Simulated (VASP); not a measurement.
# Si5F (P6/mmm) in VASP: notebook, part 3 of 3

VASP 6.6.1.

## 6. Relaxation of cell and atoms, PBE

Contents of INCAR:

```
SYSTEM = Si5F
  PREC = Accurate
  ENCUT = 600
  EDIFF = 1E-7
  ISMEAR = 0
  SIGMA = 0.1
  LREAL = .FALSE.
  LASPH = .TRUE.
  NELM = 80
  ALGO = Normal
  ISIF = 3
  LWAVE = .FALSE.
  LCHARG = .FALSE.
  GGA = PE
  IBRION = 2
  NSW = 100
  EDIFFG = -0.01
```

Contents of KPOINTS:

```
regular mesh
0
G
  12 12 8
  0 0 0
```

Contents of POSCAR:

```
Si5F
1.0
    4.3492698259      0.0000000000      0.0000000000
   -2.1746349130      3.7665781571      0.0000000000
    0.0000000000      0.0000000000      5.1366643375
Si F
5 1
Direct
    0.3333333333      0.6666666667      0.7397038699
    0.3333333333      0.6666666667      0.2602961301
    0.6666666667      0.3333333333      0.2602961301
    0.6666666667      0.3333333333      0.7397038699
    0.0000000000      0.0000000000      0.0000000000
    0.0000000000      0.0000000000      0.5000000000
```

Potentials or basis: VASP PAW PBE potentials, release 64 (Si, F).

Launch:

```console
> cat potpaw_PBE.64/Si/POTCAR potpaw_PBE.64/F/POTCAR > POTCAR
> mpirun -np 1 vasp_std > vasp.out
```

OUTCAR:

```text
SYSTEM = Si5F
   PREC = Accurate
   ENCUT = 600
   EDIFF = 1E-7
   ISMEAR = 0
   LREAL = .FALSE.
   LASPH = .TRUE.
   NELM = 80
   ISIF = 3
   GGA = PE
   IBRION = 2
   NSW = 100
   EDIFFG = -0.01

 ion  position               nearest neighbor table
   1  0.333  0.667  0.740-   2 2.46   4 2.51   4 2.51   4 2.51   2 2.67   5 2.84   5 2.84   5 2.84

   2  0.333  0.667  0.260-   1 2.46   3 2.51   3 2.51   3 2.51   1 2.67   5 2.84   5 2.84   5 2.84

   3  0.667  0.333  0.260-   4 2.46   2 2.51   2 2.51   2 2.51   4 2.67   5 2.84   5 2.84   5 2.84

   4  0.667  0.333  0.740-   3 2.46   1 2.51   1 2.51   1 2.51   3 2.67   5 2.84   5 2.84   5 2.84

   5  0.000  0.000  0.000-   1 2.84   2 2.84   3 2.84   4 2.84   1 2.84   2 2.84   3 2.84   4 2.84
                             3 2.84   4 2.84   1 2.84   2 2.84
   6  0.000  0.000  0.500-

  LATTYP: Found a hexagonal cell.
 ALAT       =     4.3492698259
 C/A-ratio  =     1.1810406213

  Lattice vectors:

 A1 = (   4.3492698259,   0.0000000000,   0.0000000000)
 A2 = (  -2.1746349130,   3.7665781571,   0.0000000000)
 A3 = (   0.0000000000,   0.0000000000,   5.1366643375)

Analysis of symmetry for initial positions (statically):
=====================================================================
 Subroutine PRICEL returns:
 Original cell was already a primitive cell.

 Routine SETGRP: Setting up the symmetry group for a
 hexagonal supercell.

 Subroutine GETGRP returns: Found 24 space group operations
 (whereof 24 operations were pure point group operations)
 out of a pool of 24 trial point group operations.

The static configuration has the point symmetry D_6h.

Analysis of symmetry for dynamics (positions and initial velocities):
=====================================================================
 Subroutine PRICEL returns:
 Original cell was already a primitive cell.

 Routine SETGRP: Setting up the symmetry group for a
[... 142 lines left out ...]
   IVDW    =     0    specifies the selected vdW correction
   LEPSILON=     F    determine dielectric tensor
   LRPA    =     F    only Hartree local field effects (RPA)
 conjugate gradient relaxation of ions
 non-spin polarized calculation
 Gauss-broadening in eV      SIGMA  =   0.10
  energy-cutoff  :      600.00
  volume of cell :       84.15
 maximum number of plane-waves:      2837
 NGX is ok and might be reduce to    36
   NGX = 17   NGY = 17   NGZ = 21

--------------------------------------- Ionic step        1  -------------------------------------------

 number of electron      26.9999991 magnetization

 Free energy of the ion-electron system (eV)
  ---------------------------------------------------
  ext. energy  EPLUGINS =         0.00000000
  ---------------------------------------------------
  free energy    TOTEN  =       -28.80902007 eV

  energy without entropy =      -28.80242235  energy(sigma->0) =      -28.80572121

------------------------ aborting loop because EDIFF is reached ----------------------------------------

  FORCE on cell =-STRESS in cart. coord.  units (eV):
  Direction    XX          YY          ZZ          XY          YZ          ZX
  --------------------------------------------------------------------------------------
  -------------------------------------------------------------------------------------
  Total        0.0844975      0.0844975      0.4867423     -0.0000000      0.0000000      0.0000000
  in kB        1.6088289      1.6088289      9.2675537     -0.0000000      0.0000000      0.0000000
  external PRESSURE =       4.1617372 kB  Pullay stress =       0.0000000 kB
[... 107 lines left out ...]
--------------------------------------- Ionic step        4  -------------------------------------------

 number of electron      26.9999991 magnetization

 Free energy of the ion-electron system (eV)
  ---------------------------------------------------
  ext. energy  EPLUGINS =         0.00000000
  ---------------------------------------------------
  free energy    TOTEN  =       -28.81220569 eV

  energy without entropy =      -28.80503998  energy(sigma->0) =      -28.80862284

 E-fermi :   8.3239     XC(G=0): -10.9598

 val. band max:        8.3171026653   @ k =   0.0000   0.0000   0.0000
 cond. band min:       8.3274938166   @ k =   0.1667   0.0833   0.5000
 fundamental gap:      0.0103911512
 Fermi energy:         8.3238794435

 k-point     1 :       0.0000    0.0000    0.0000
  band No.  band energies     occupation
      1     -14.3147      2.00000
      2      -4.5085      2.00000
      3      -0.4399      2.00000
      4       1.3447      2.00000
      5       3.3573      2.00000
      6       3.3573      2.00000
[... 457 lines left out ...]
      4       0.2843      2.00000
      5       2.2756      2.00000
      6       2.3124      2.00000
[... 9 lines left out ...]
     16       9.7895      0.00000
     17      12.2197      0.00000

 [... further k-points ...]

------------------------ aborting loop because EDIFF is reached ----------------------------------------

  FORCE on cell =-STRESS in cart. coord.  units (eV):
  Direction    XX          YY          ZZ          XY          YZ          ZX
  --------------------------------------------------------------------------------------
  -------------------------------------------------------------------------------------
  Total        0.0201053      0.0201053     -0.0589704     -0.0000000     -0.0000000     -0.0000000
  in kB        0.3817322      0.3817322     -1.1196505     -0.0000000     -0.0000000     -0.0000000
  external PRESSURE =      -0.1187287 kB  Pullay stress =       0.0000000 kB
[... 21 lines left out ...]
  FREE ENERGIE OF THE ION-ELECTRON SYSTEM (eV)
  ---------------------------------------------------
  free  energy   TOTEN  =       -28.8122056920 eV

  energy  without entropy=      -28.8050399843  energy(sigma->0) =      -28.80862284

 reached required accuracy - stopping structural energy minimisation
```

OSZICAR:

```text
N       E                     dE             d eps       ncg     rms          rms(c)
DAV:   1     0.981885991800E+02    0.98189E+02   -0.12971E+04  3230   0.151E+03
[... 34 lines left out ...]
DAV:   3    -0.288122219934E+02    0.48356E-04   -0.51552E-04  3441   0.221E-01    0.265E-02
DAV:   4    -0.288122178828E+02    0.41106E-05   -0.27211E-04  3441   0.136E-01    0.292E-02
DAV:   5    -0.288122039341E+02    0.13949E-04   -0.75357E-05  3692   0.811E-02    0.783E-03
DAV:   6    -0.288122050110E+02   -0.10769E-05   -0.77300E-06  3487   0.201E-02    0.393E-03
DAV:   7    -0.288122054489E+02   -0.43793E-06   -0.52053E-07  3686   0.558E-03    0.115E-03
DAV:   8    -0.288122057047E+02   -0.25579E-06   -0.46722E-08  1656   0.187E-03    0.240E-04
DAV:   9    -0.288122056920E+02    0.12741E-07   -0.43884E-09  1645   0.582E-04
   4 F= -.28812206E+02 E0= -.28808623E+02  d E =-.347227E-03
```

Run time: 8.7 min. Hardware: 1 thread of Intel Xeon 8259CL, shared host; peak memory 0.32 GiB.

Results:

```yaml
Free_energy: -28.8122 eV
Relaxed_volume: 14.06 Å³/atom
Relaxed_cell: a = 4.349 Å, b = 4.349 Å, c = 5.152 Å, α = 90.00°, β = 90.00°, γ = 120.00°
Space_group_after_relaxing_to_0.1_Å: P6/mmm (No. 191)
Energy_gained_by_relaxing: 0.5 meV/atom
Ionic_steps: 4
Pressure_after_relaxing: 0.0 GPa
Largest_force_after_relaxing: 0.008 eV/Å
Band_gap_on_the_k_mesh: zero (an odd number of electrons rules out a gap without spin polarisation)
```

Forces on the atoms (eV/Å):
```
Si   0.000  0.000  0.008
Si   0.000  0.000 -0.008
Si   0.000  0.000 -0.008
Si   0.000  0.000  0.008
Si   0.000  0.000  0.000
F    0.000  0.000  0.000
```

The path:
```
step  energy change (eV)  largest force (eV/Å)  pressure (GPa)  volume (Å³)
   1              0.0000                0.1399            0.42        84.15
   2             -0.0028                0.0305           -0.23        84.59
   3             -0.0028                0.0303           -0.24        84.59
   4             -0.0032                0.0085           -0.01        84.38
```

Final structure:
```
Si F
1.0
     4.34906    0.00000    0.00000
    -2.17453    3.76640    0.00000
     0.00000    0.00000    5.15157
Si F
5 1
Direct
  0.33333 0.66667 0.74144
  0.33333 0.66667 0.25856
  0.66667 0.33333 0.25856
  0.66667 0.33333 0.74144
  0.00000 0.00000 0.00000
  0.00000 0.00000 0.50000
```

Caveat: an odd number of electrons without spin polarisation forces a metal; a magnetic or distorted state may lie lower.

## 7. Overview

```tsv
task	cell	k mesh	cutoff (eV)	gap on the mesh (eV)	pressure (GPa)	relaxed volume (Å³/atom)	largest force (eV/Å)
single point	a = 4.349, b = 4.349, c = 5.137 Å, angles 90.0, 90.0, 120.0°, 6 atoms, atomic positions A	6 × 6 × 4	520	none	-0.2	-	-
single point	a = 5.077, b = 5.077, c = 4.852 Å, angles 90.0, 90.0, 120.0°, 6 atoms, atomic positions B	6 × 6 × 4	520	none	-8.8	-	1.28
single point	a = 4.352, b = 4.352, c = 5.149 Å, angles 90.0, 90.0, 120.0°, 6 atoms, atomic positions C	12 × 12 × 8	520	none	-0.1	-	-
relaxation of cell and atoms	relaxed from a = 5.077, b = 5.077, c = 4.852 Å, angles 90.0, 90.0, 120.0°, 6 atoms, atomic positions B	6 × 6 × 4	600	none	0.2	13.98	0.02
relaxation of cell and atoms	relaxed from a = 4.349, b = 4.349, c = 5.137 Å, angles 90.0, 90.0, 120.0°, 6 atoms, atomic positions A	12 × 12 × 8	600	none	0.0	14.06	0.01
```

Alike in all rows: level PBE; potentials or basis VASP PAW PBE potentials, release 64 (Si, F); no spin polarisation; smearing gaussian 0.1 eV.

Caveats: an odd number of electrons without spin polarisation forces a metal; a magnetic or distorted state may lie lower; the stress differs along the axes, from -12 to -2 GPa (at least some runs); the volume moved by over 15 % at a fixed basis, so the end points are rough (at least some runs).

Absolute energies hang on the potentials; compare differences alone.

The gap in the log of VASP goes by the Fermi energy; the results here count the filled bands.